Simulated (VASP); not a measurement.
Here is a VASP 6.6.1 calculation.

The input INCAR:

```
SYSTEM = Pt
PREC = Accurate ; ENCUT = 520
EDIFF = 1E-7 ; ISMEAR = 0
SIGMA = 0.15 ; LREAL = .FALSE.
LASPH = .TRUE. ; NELM = 60
ALGO = Normal ; ISIF = 2
LWAVE = .FALSE. ; LCHARG = .FALSE.
GGA = CA ; NBANDS = 11
```

File KPOINTS:

```
regular mesh
0
G
  22 22 22
  0 0 0
```

POSCAR

```
Pt
1.0
    0.0000000000      2.0987277349      1.5410957758
    2.0987277349      0.0000000000      1.5410957758
    2.0987277349      2.0987277349      0.0000000000
Pt
1
Direct
    0.0000000000      0.0000000000      0.0000000000
```

Potentials or basis: VASP PAW LDA potentials, release 64 (Pt).

The run is started by

```console
$ cat potpaw_LDA.64/Pt/POTCAR > POTCAR
$ mpirun -np 1 vasp_std > vasp.out
```

Predict the band gap on the k mesh.

zero (band 5 reaches 14.44 eV, above the bottom of band 6 at 11.58 eV).

What does it give for the pressure?

36.9 GPa.

Stress tensor (GPa, compression positive):
```
35.16  0.00  0.00
 0.00 35.16  0.00
 0.00  0.00 40.43
```

Caveat: spin-orbit coupling is left out, which moves the levels of the heavy elements.
